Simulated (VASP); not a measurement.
Here is a VASP 6.6.1 calculation.

INCAR

```
PREC = Accurate
ENCUT = 520
EDIFF = 1E-6
ISMEAR = -1
SIGMA = 0.02
LREAL = Auto
LASPH = True
NELM = 100
ALGO = Normal
ISIF = 2
LWAVE = False
LCHARG = False
GGA = PE
NBANDS = 72
```

Contents of KPOINTS:

```
regular mesh
0
Gamma
  1 1 1
```

File POSCAR:

```
H3C2N
1.0
    8.0517480000      0.0000000000      0.0000000000
    0.0000000000      8.0517480000      0.0000000000
    0.0000000000      0.0000000000      8.0517480000
C N H
12 6 18
Direct
    0.2732077556      0.5942933137      0.7490671591
    0.3986463560      0.4640731429      0.7428076487
    0.2019809860      0.8583353577      0.3034744754
    0.1388518369      0.9012080358      0.4672028981
    0.7823642767      0.3464340911      0.4781943002
    0.9412490306      0.3958395121      0.4056510462
    0.6825226025      0.9708326689      0.8103085193
    0.8192506770      0.9024251628      0.9031827623
    0.1928897924      0.2070109497      0.0403639061
    0.3654237564      0.1624367777      0.0782687188
    0.6593723500      0.5144721370      0.1067842660
    0.6499706648      0.6391407183      0.2290682719
    0.4788401227      0.3406092689      0.7373802558
    0.0911354901      0.9252525042      0.6017947904
    1.0786850259      0.4359674446      0.3727637775
    0.9140499678      0.8254605087      0.9798741838
    0.4993822459      0.1272021926      0.1127705437
    0.5887541438      0.7102184519      0.3415159044
    0.3299283584      0.7187631804      0.7863013100
    0.2162387596      0.6053468141      0.6307574455
    0.1822709802      0.5509362687      0.8411713829
    0.1161983708      0.9060517045      0.2077064508
    0.3285000971      0.9001026858      0.2703263937
    0.1962431015      0.7243271896      0.2855280617
    0.6806844924      0.4318565360      0.4549695296
    0.7496260439      0.2180644501      0.4378800727
    0.7984477408      0.3459869832      0.6162140196
    0.7078090372      1.0798400546      0.7314560764
    0.6454002286      0.8749652870      0.7272085515
    0.5846308156      1.0203001882      0.8975566548
    0.1505263205      0.1285807753     -0.0689663909
    0.1308411540      0.1910020035      0.1587232983
    0.1902940827      0.3399882858      0.0062346710
    0.7880400629      0.5168070337      0.0639488469
    0.6286833617      0.3894806445      0.1661005784
    0.5816625160      0.5458938854      0.0026081293
```

Potentials or basis: VASP PAW PBE potentials, release 64 (C, N, H).

Command:

```bash
$ cat potpaw_PBE.64/C/POTCAR potpaw_PBE.64/N/POTCAR potpaw_PBE.64/H/POTCAR > POTCAR
$ mpirun -np 1 vasp_gam > vasp.out
```

Estimate the pressure.

0.1 GPa.

What does it give for the largest force?

3.633 eV/Å.

What does it give for the band gap on the k mesh?

5.91 eV.

Stress tensor (GPa, compression positive):
```
 0.20 -0.41  0.66
-0.41 -0.54 -0.12
 0.66 -0.12  0.69
```

Caveat: the k points lie up to 0.78 Å⁻¹ apart.
